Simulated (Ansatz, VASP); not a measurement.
CaMg in VASP and in Ansatz

File INCAR:

```
SYSTEM = CaMg
PREC = Accurate
ENCUT = 520
EDIFF = 1E-6
ISMEAR = 0
SIGMA = 0.15
LREAL = .False.
LASPH = .True.
NELM = 100
ALGO = Fast
ISIF = 2
LWAVE = .False.
LCHARG = .True.
LELF = .True.
LVHAR = .True.
NBANDS = 13
```

KPOINTS

```
regular mesh
0
Gamma
  14 14 14
  0 0 0
```

Contents of POSCAR:

```
CaMg
1.0
    3.4727261708      0.0000000000      0.0000000000
    0.0000000000      3.4727261708      0.0000000000
    0.0000000000      0.0000000000      5.2705565094
Ca Mg
1 1
Direct
    0.0000000000      0.0000000000      0.0000000000
    0.5000000000      0.5000000000      0.5000000000
```

Input for Ansatz:

```yaml
crystal:
  lattice:
    - [3.4727261708, 0.0, 0.0]
    - [0.0, 3.4727261708, 0.0]
    - [0.0, 0.0, 5.2705565094]
  atoms:
    - { symbol: Ca, position: [0.0, 0.0, 0.0] }
    - { symbol: Mg, position: [0.5, 0.5, 0.5] }
basis:
  ecutwfc: 520.0
kpoints:
  mp_grid: { grid: [14, 14, 14] }
hamiltonian:
  xc: lda
scf:
  occupations: { method: gaussian, width: 0.15 }
output:
  forces: true
  stress: true
  eigenvalues: true
  write_density: true
  write_potential: true
  elf: true
  volumetric_format: npy
```

Alike in both runs: task single point; functional LDA; k mesh 14 × 14 × 14; occupations gaussian, width 0.15 eV; no spin polarisation.

|  | VASP | Ansatz |
| --- | --- | --- |
| version | VASP 6.6.1 | Ansatz 0.2.0 |
| potentials or method | VASP PAW LDA potentials, release 64 (Ca_sv, Mg), cutoff 520 eV | scalar-relativistic, plane waves, PAW |
| valence electrons in the cell | 12 | 20 |

VASP gave:

| Quantity | Value |
| --- | --- |
| gap on the k mesh at the Fermi level (eV) | none |
| pressure (GPa) | -2.4 |
| traceless stress, the component that is largest in VASP (GPa) | -1.93 |

Problem. Which values does Ansatz return?

Solution. gap on the k mesh at the Fermi level (eV): none; pressure (GPa): -2.2; traceless stress, the component that is largest in VASP (GPa): -1.83.

LDA's correlation is that of Perdew and Zunger in VASP and of Perdew and Wang (1992) in Ansatz. A gap of «none» marks a metal or a gap that the smearing closes. VASP's potentials hold 12 valence electrons a cell and Ansatz's 20, so a difference there can come from the potentials and not from the codes.
